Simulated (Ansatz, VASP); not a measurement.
# One calculation of HfB3N, two programs

```
Hf B N
1.0
     3.73075    0.00000    0.00000
    -1.86537    3.23092    0.00000
     0.00000    0.00000    4.20944
Hf B N
1 3 1
Cartesian
  0.0000 0.0000 2.1047
  1.8654 0.0000 0.0000
  -0.9327 1.6155 0.0000
  0.9327 1.6155 0.0000
  0.0000 0.0000 0.0000
```

Alike in both runs: functional PBE; k mesh 4 × 4 × 5; occupations gaussian, width 0.2 eV; no spin polarisation.

Ansatz relaxed the structure, and its values are those at the end. VASP's run is a single point on that final structure, the one shown.

|  | VASP | Ansatz |
| --- | --- | --- |
| version | VASP 6.6.1 | Ansatz 0.2.0 |
| potentials or method | VASP PAW PBE potentials, release 64 (Hf_pv, B, N), cutoff 600 eV | scalar-relativistic, plane waves, PAW |
| valence electrons in the cell | 24 | 40 |

|  | VASP | Ansatz | Ansatz less VASP |
| --- | --- | --- | --- |
| gap on the k mesh at the Fermi level (eV) | none | none | - |
| pressure (GPa) | -0.7 | 0.0 | +0.79 |

A gap of «none» marks a metal or a gap that the smearing closes. VASP's potentials hold 24 valence electrons a cell and Ansatz's 40, so a difference there can come from the potentials and not from the codes.

The k mesh is coarse, so the values compare programs but aren't converged. Neither program's run includes spin-orbit coupling.
